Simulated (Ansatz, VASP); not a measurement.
## One calculation of MgSn2N2, two programs

```
CELL_PARAMETERS angstrom
3.48119 0.00000 0.00000
-1.74060 3.01480 0.00000
0.00000 0.00000 9.14666
ATOMIC_POSITIONS crystal
Mg 0.33333 0.66667 0.95526
Sn 0.33333 0.66667 0.28856
Sn 0.66667 0.33333 0.63593
N 0.33333 0.66667 0.71502
N 0.66667 0.33333 0.40523
```

Change from the starting cell: the structure that the rattled cell fell into.

Alike in both runs: functional PBE; k mesh 6 × 6 × 2; occupations gaussian, width 0.1 eV; no spin polarisation.

Ansatz relaxed the structure, and its values are those at the end. VASP's run is a single point on that final structure, the one shown.

|  | VASP | Ansatz |
| --- | --- | --- |
| version | VASP 6.6.1 | Ansatz 0.2.0 |
| potentials or method | VASP PAW PBE potentials, release 64 (Mg, Sn_d, N), cutoff 520 eV | scalar-relativistic, plane waves, PAW |
| valence electrons in the cell | 40 | 48 |

|  | VASP | Ansatz | Ansatz less VASP |
| --- | --- | --- | --- |
| gap on the k mesh at the Fermi level (eV) | none | none | - |
| pressure (GPa) | -0.1 | -0.1 | -0.03 |
| rms of the force components (eV/Å) | 0.012 | 0.001 | -0.0110 |

A gap of «none» marks a metal or a gap that the smearing closes. VASP's potentials hold 40 valence electrons a cell and Ansatz's 48, so a difference there can come from the potentials and not from the codes.
